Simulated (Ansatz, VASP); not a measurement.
Given: the input of a run of VASP 6.6.1 on LiCl.

Contents of INCAR:

```
PREC = Accurate
ENCUT = 520
EDIFF = 1E-6
ISMEAR = 0
SIGMA = 0.023
LREAL = F
LASPH = T
NELM = 60
ALGO = Normal
ISIF = 2
LWAVE = F
LCHARG = T
GGA = PE
LELF = T
LVHAR = T
NBANDS = 12
```

The input KPOINTS:

```
Automatic mesh
0
Gamma
  9 9 9
```

Contents of POSCAR:

```
LiCl
1.0
    0.0000000000      2.5647700000      2.5647700000
    2.5647700000      0.0000000000      2.5647700000
    2.5647700000      2.5647700000      0.0000000000
Cl Li
1 1
Direct
    0.5000000000      0.5000000000      0.5000000000
    0.0000000000      0.0000000000      0.0000000000
```

Potentials or basis: VASP PAW PBE potentials, release 64 (Cl, Li_sv).

Launch:

```sh
$ cat potpaw_PBE.64/Cl/POTCAR potpaw_PBE.64/Li_sv/POTCAR > POTCAR
$ mpirun -np 1 vasp_std > vasp.out
```

Task: Set up the same calculation for Ansatz 0.2.0. Potentials there: all-electron LAPW, scalar-relativistic.

Result: As run (the cutoff follows the program's own potentials):

File input.yaml:

```yaml
crystal:
  lattice:
    - [0.0, 2.56477, 2.56477]
    - [2.56477, 0.0, 2.56477]
    - [2.56477, 2.56477, 0.0]
  atoms:
    - { symbol: Cl, position: [0.5, 0.5, 0.5] }
    - { symbol: Li, position: [0.0, 0.0, 0.0] }
kpoints:
  mp_grid: { grid: [9, 9, 9] }
scf:
  occupations: { method: gaussian, width: 0.023 }
hamiltonian:
  xc: pbe
  pseudopotentials: { kind: all_electron, lapw: { basis_error: 0.001 } }
output:
  forces: true
  stress: true
  eigenvalues: true
```

Potentials or basis: all-electron LAPW, scalar-relativistic.

Run with:

```sh
$ ansatz run input.yaml --threads 1 --pin off --max-ram 3072MiB --backend cpu --events-out ev --progress --plain --runs-dir out
```

Both were run:

|  | VASP | Ansatz | Ansatz less VASP |
| --- | --- | --- | --- |
| gap on the k mesh at the Fermi level (eV) | 6.34 | 6.33 | -0.016 |
| least direct gap on the mesh (eV) | 6.34 | 6.33 | -0.016 |

Ansatz ran all-electron here, and VASP with PAW potentials.

Noted on VASP's run: the cutoff is short for stress, so the pressure is rough.
